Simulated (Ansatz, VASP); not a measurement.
## One calculation of C, two programs

```
C
1.0
     2.51331    0.00000    0.00000
    -1.25666    2.17659    0.00000
     0.00000    0.00000    6.87329
C
4
Direct
  0.00000 0.00000 0.00250
  0.00000 0.00000 0.50250
  0.33333 0.66667 0.00250
  0.66667 0.33333 0.50250
```

Alike in both runs: task single point; functional PBE; dispersion D3(BJ); k mesh 21 × 21 × 8; occupations gaussian, width 0.15 eV; no spin polarisation.

|  | VASP | Ansatz |
| --- | --- | --- |
| version | VASP 6.6.1 | Ansatz 0.2.0 |
| potentials or method | VASP PAW PBE potentials, release 64 (C), cutoff 520 eV | scalar-relativistic, plane waves, PAW |
| valence electrons in the cell | 16 | 16 |

VASP gave:

| Quantity | Value |
| --- | --- |
| gap on the k mesh at the Fermi level (eV) | none |
| pressure (GPa) | -14.8 |
| traceless stress, the component that is largest in VASP (GPa) | 14.28 |

**Question.** Estimate Ansatz's values.

**Answer.** gap on the k mesh at the Fermi level (eV): none; pressure (GPa): -15.2; traceless stress, the component that is largest in VASP (GPa): 14.75.

A gap of «none» marks a metal or a gap that the smearing closes.
